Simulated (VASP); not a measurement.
# Ge (Cmcm) in VASP: single point with r2SCAN

Aim: the single point of Ge with r2SCAN.

Program: VASP 6.6.1. These are calculated values, not measurements. Logs are shortened: lines on timing, memory, paths and dates and some standing lists are left out, and cuts for length are marked.

## 1. The cell of the first run

The structure is orthorhombic, space group Cmcm (No. 63). The conventional cell has a = 4.235 Å, b = 6.921 Å, c = 6.603 Å, α = 90.00°, β = 90.00°, γ = 90.00°. Ge (site symmetry m) has 4 Ge at 2.45 to 2.55 Å within 3.2 Å.

## 2. Single point, r2SCAN (strain +0.0600 x Voigt [1, 0, 0, 0, 0, 0])

Contents of POSCAR:

```
Ge
1.0
    4.2353876242      0.0000000000      0.0000000000
   -2.1176938121      3.4603332806      0.0000000000
    0.0000000000      0.0000000000      6.6027109850
Ge
4
Direct
    0.6666666667      0.3333333333      0.0629814343
    0.3333333333      0.6666666667      0.5629814343
    0.6666666667      0.3333333333      0.4370185657
    0.3333333333      0.6666666667      0.9370185657
```

Contents of INCAR.step1:

```
SYSTEM = Ge
ALGO = Normal ; EDIFF = 1E-4
ENCUT = 520 ; GGA = PE
ISMEAR = 0 ; LASPH = .TRUE.
LCHARG = .FALSE. ; LREAL = .FALSE.
LWAVE = .TRUE. ; NBANDS = 36
NELM = 100 ; PREC = Accurate
SIGMA = 0.03
```

Contents of INCAR.step2:

```
SYSTEM = Ge
ALGO = Normal ; EDIFF = 1E-6
ENCUT = 520 ; ISIF = 2
ISMEAR = 0 ; ISTART = 1
LASPH = .TRUE. ; LCHARG = .TRUE.
LELF = .TRUE. ; LMIXTAU = .TRUE.
LREAL = .FALSE. ; LVHAR = .TRUE.
LWAVE = .FALSE. ; METAGGA = R2SCAN
NBANDS = 36 ; NELM = 100
PREC = Accurate ; SIGMA = 0.03
```

Contents of KPOINTS:

```
k-points
0
G
  12 12 6
  0 0 0
```

Potentials or basis: VASP PAW PBE potentials, release 64 (Ge_d).

Launch:

```
$ cat potpaw_PBE.64/Ge_d/POTCAR > POTCAR
$ cp INCAR.step1 INCAR
$ mpirun -np 1 vasp_std > vasp.out
$ cp INCAR.step2 INCAR
$ mpirun -np 1 vasp_std > vasp.out
```

OUTCAR:

```text
SYSTEM = Ge
   EDIFF = 1E-6
   ENCUT = 520
   ISIF = 2
   ISMEAR = 0
   ISTART = 1
   LASPH = .TRUE.
   LREAL = .FALSE.
   METAGGA = R2SCAN
   NELM = 100
   PREC = Accurate

 ion  position               nearest neighbor table
   1  0.667  0.333  0.063-   4 2.45   3 2.47   4 2.55   4 2.55
   2  0.333  0.667  0.563-   3 2.45   4 2.47   3 2.55   3 2.55
   3  0.667  0.333  0.437-   2 2.45   1 2.47   2 2.55   2 2.55
   4  0.333  0.667  0.937-   1 2.45   2 2.47   1 2.55   1 2.55

  Warning from LATTYP: Monoclinic adjustment (A1->A3, A2->A1, A3->A2)!
  LATTYP: Found a base centered orthorhombic cell.
 ALAT       =     4.2353876242
 B/A-ratio  =     1.6340101958
 C/A-ratio  =     1.5589390089

  Lattice vectors:

 A1 = (   2.1176938121,  -3.4603332806,   0.0000000000)
 A2 = (   2.1176938121,   3.4603332806,   0.0000000000)
 A3 = (   0.0000000000,   0.0000000000,   6.6027109850)

Analysis of symmetry for initial positions (statically):
=====================================================================
 Subroutine PRICEL returns:
 Original cell was already a primitive cell.

 Routine SETGRP: Setting up the symmetry group for a
 base centered orthorhombic supercell.

 Subroutine GETGRP returns: Found  8 space group operations
 (whereof  4 operations were pure point group operations)
 out of a pool of  8 trial point group operations.

The static configuration has the point symmetry C_2h.
 The point group associated with its full space group is D_2h.

Analysis of symmetry for dynamics (positions and initial velocities):
=====================================================================
 Subroutine PRICEL returns:
 Original cell was already a primitive cell.

 Routine SETGRP: Setting up the symmetry group for a
 base centered orthorhombic supercell.

 Subroutine GETGRP returns: Found  8 space group operations
 (whereof  4 operations were pure point group operations)
 out of a pool of  8 trial point group operations.

The dynamic configuration has the point symmetry C_2h.
 The point group associated with its full space group is D_2h.

 Subroutine INISYM returns: Found  8 space group operations
 (whereof  4 operations are pure point group operations),
 and found     1 'primitive' translations

----------------------------------------------------------------------------------------

[... 94 lines left out ...]
   ENCUT  =  520.0 eV  38.22 Ry    6.18 a.u.   7.88  7.54 12.28*2*pi/ulx,y,z
   NELM   =    100;   NELMIN=  2; NELMDL=  0     # of ELM steps
   EDIFF  = 0.1E-05   stopping-criterion for ELM
   LREAL  =      F    real-space projection
   EDIFFG = 0.1E-04   stopping-criterion for IOM
   NSW    =      0    number of steps for IOM
   IBRION =     -1    ionic relax: 0-MD 1-quasi-New 2-CG
   NFREE  =      0    steps in history (QN), initial steepest desc. (CG)
   ISIF   =      2    stress and relaxation
   ISYM   =      2    0-nonsym 1-usesym 2-fastsym
   POTIM  = 0.5000    time-step for ionic-motion
   TEBEG  =    0.0;   TEEND  =   0.0 temperature during run
   PSTRESS=    0.0 pullay stress
   NELECT =      56.0000    total number of electrons
   NUPDOWN=      -1.0000    fix difference up-down
   EMIN   =  10.00;   EMAX   =-10.00  energy-range for DOS
   EFERMI =   0.00;   METHOD = LEGACY
   ISMEAR =     0;   SIGMA  =   0.03  broadening in eV -4-tet -1-fermi 0-gaus
   EFERMI_NEDOS =   21; number of points for ismear=-14 and -15
   IALGO  =     38    algorithm
   IMIX   =      4    mixing-type and parameters
     AMIX     =   0.40;   BMIX     =  1.00
     AMIX_MAG =   1.60;   BMIX_MAG =  1.00
  volume/ion in A,a.u.               =      24.19       163.26
  Fermi-wavevector in a.u.,A,eV,Ry     =   1.364247  2.578053 25.322758  1.861170
  Thomas-Fermi vector in A             =   2.490580
   LORBIT       =      0    0 simple, 1 ext, 2 COOP (PROOUT), +10 PAW based schemes
   METAGGA = R2SCAN    functional components
   LHFCALC =     F    Hartree Fock is set to
   AEXX    =    0.0000 exact exchange contribution
   IVDW    =     0    specifies the selected vdW correction
   LEPSILON=     F    determine dielectric tensor
   LRPA    =     F    only Hartree local field effects (RPA)
 non-spin polarized calculation
 Gauss-broadening in eV      SIGMA  =   0.03
  energy-cutoff  :      520.00
  volume of cell :       96.77
 maximum number of plane-waves:      2636
   NGX = 15   NGY = 15   NGZ = 25

 number of electron      56.0000021 magnetization

 Free energy of the ion-electron system (eV)
  ---------------------------------------------------
  ext. energy  EPLUGINS =         0.00000000
  ---------------------------------------------------
  free energy    TOTEN  =       -55.26869612 eV

  energy without entropy =      -55.26858827  energy(sigma->0) =      -55.26864219

 E-fermi :   4.2551     XC(G=0): -10.4703

 val. band max:        4.2506064419   @ k =   0.0833   0.0000   0.0000
 cond. band min:       4.2917729976   @ k =   0.0000   0.0000   0.0000
 fundamental gap:      0.0411665557
 Fermi energy:         4.2551236993

 k-point     1 :       0.0000    0.0000    0.0000
  band No.  band energies     occupation
      1     -21.2893      2.00000
      2     -21.2518      2.00000
      3     -21.2503      2.00000
      4     -21.2493      2.00000
      5     -21.2413      2.00000
      6     -21.2144      2.00000
[... 925 lines left out ...]
     35      11.8427      0.00000
     36      12.2370      0.00000

 [... further k-points ...]

------------------------ aborting loop because EDIFF is reached ----------------------------------------

  FORCE on cell =-STRESS in cart. coord.  units (eV):
  Direction    XX          YY          ZZ          XY          YZ          ZX
  --------------------------------------------------------------------------------------
  -------------------------------------------------------------------------------------
  Total       -5.0085689     -0.7041723     -0.1672908      0.0000000      0.0000000      0.0000000
  in kB      -82.9260258    -11.6588619     -2.7698055      0.0000000      0.0000000      0.0000000
  external PRESSURE =     -32.4515644 kB  Pullay stress =       0.0000000 kB

 VOLUME and BASIS-vectors are now :
 -----------------------------------------------------------------------------
  energy-cutoff  :      520.00
  volume of cell :       96.77
      direct lattice vectors                 reciprocal lattice vectors
     4.235387624  0.000000000  0.000000000     0.236105898  0.144494752  0.000000000
    -2.117693812  3.460333281  0.000000000     0.000000000  0.288989504  0.000000000
     0.000000000  0.000000000  6.602710985     0.000000000  0.000000000  0.151452941

 POSITION                                       TOTAL-FORCE (eV/Angst)
 -----------------------------------------------------------------------------------
      2.11769      1.15344      0.41585         0.000000      0.335779     -0.224048
     -0.00000      2.30689      3.71720        -0.000000     -0.335779     -0.224048
      2.11769      1.15344      2.88551         0.000000      0.335779      0.224048
     -0.00000      2.30689      6.18686        -0.000000     -0.335779      0.224048
 -----------------------------------------------------------------------------------
    total drift:                                0.000000     -0.000000      0.000000

  FREE ENERGIE OF THE ION-ELECTRON SYSTEM (eV)
  ---------------------------------------------------
  free  energy   TOTEN  =       -55.2686961159 eV

  energy  without entropy=      -55.2685882734  energy(sigma->0) =      -55.26864219
```

OSZICAR.step1:

```text
N       E                     dE             d eps       ncg     rms          rms(c)
DAV:   1     0.500946514294E+03    0.50095E+03   -0.28435E+04 14348   0.419E+03
DAV:   2     0.690680588395E+02   -0.43188E+03   -0.42068E+03 12408   0.814E+02
DAV:   3    -0.132831890895E+02   -0.82351E+02   -0.81292E+02 13444   0.207E+02
DAV:   4    -0.179620008243E+02   -0.46788E+01   -0.46624E+01 14508   0.570E+01
DAV:   5    -0.180593489734E+02   -0.97348E-01   -0.97320E-01 13848   0.924E+00    0.417E+00
DAV:   6    -0.179638080102E+02    0.95541E-01   -0.62858E-02 13888   0.212E+00    0.246E+00
DAV:   7    -0.179114926388E+02    0.52315E-01   -0.99349E-02 13436   0.229E+00    0.197E-01
DAV:   8    -0.179147834703E+02   -0.32908E-02   -0.13688E-02 13784   0.115E+00    0.936E-02
DAV:   9    -0.179156181214E+02   -0.83465E-03   -0.89566E-04 10840   0.151E-01    0.387E-02
DAV:  10    -0.179157679595E+02   -0.14984E-03   -0.18132E-04 10308   0.108E-01    0.103E-02
DAV:  11    -0.179157916582E+02   -0.23699E-04   -0.49979E-05  9024   0.399E-02
   1 F= -.17915792E+02 E0= -.17915741E+02  d E =-.101882E-03
```

Run time: 22 min. Hardware: 1 thread of Oxide Virtual Turin-like, shared host; peak memory 0.49 GiB.

Results:

```yaml
Free_energy: -55.2687 eV
Pressure: -3.2 GPa
Largest_force: 0.404 eV/Å
Band_gap_on_the_k_mesh: zero (bands 28 and 29 overlap by 0.01 eV)
```

Forces on the atoms (eV/Å):
```
Ge   0.000  0.336 -0.224
Ge   0.000 -0.336 -0.224
Ge   0.000  0.336  0.224
Ge   0.000 -0.336  0.224
```

Stress tensor (GPa, compression positive):
```
-8.29  0.00  0.00
 0.00 -1.17  0.00
 0.00  0.00 -0.28
```

Levels at points of the mesh, in eV from the Fermi level:
```tsv
k point	band 24	band 25	band 26	band 27	band 28	band 29	band 30	band 31	band 32	band 33
(0.00, 0.00, 0.00)	-1.70	-1.56	-0.33	-0.22	-0.19	0.04	0.16	2.00	2.57	3.11
(0.50, 0.00, 0.00)	-6.64	-4.56	-3.03	-2.70	-1.24	0.83	2.02	3.87	3.89	4.70
(0.00, 0.50, 0.00)	-6.95	-4.45	-3.42	-2.81	-1.67	0.30	1.41	3.52	3.77	5.00
(0.00, 0.00, 0.50)	-4.85	-1.04	-1.04	-0.89	-0.89	0.51	0.51	3.17	3.17	3.79
(0.50, 0.00, 0.50)	-7.87	-2.51	-2.51	-2.25	-2.25	0.83	0.83	2.51	2.51	6.32
(0.00, 0.50, 0.50)	-8.02	-2.72	-2.72	-2.42	-2.42	0.40	0.40	2.45	2.45	6.08
```

Caveat: the cell differs from its parent crystal (strain +0.0600 x Voigt [1, 0, 0, 0, 0, 0]); the stress differs along the axes, from -8 to -0 GPa; semilocal functionals underestimate gaps, and a narrow one can read as zero; the PAW data sets were made with another functional, which shifts forces and pressure a little.

The gap in the log of VASP goes by the Fermi energy; the results here count the filled bands.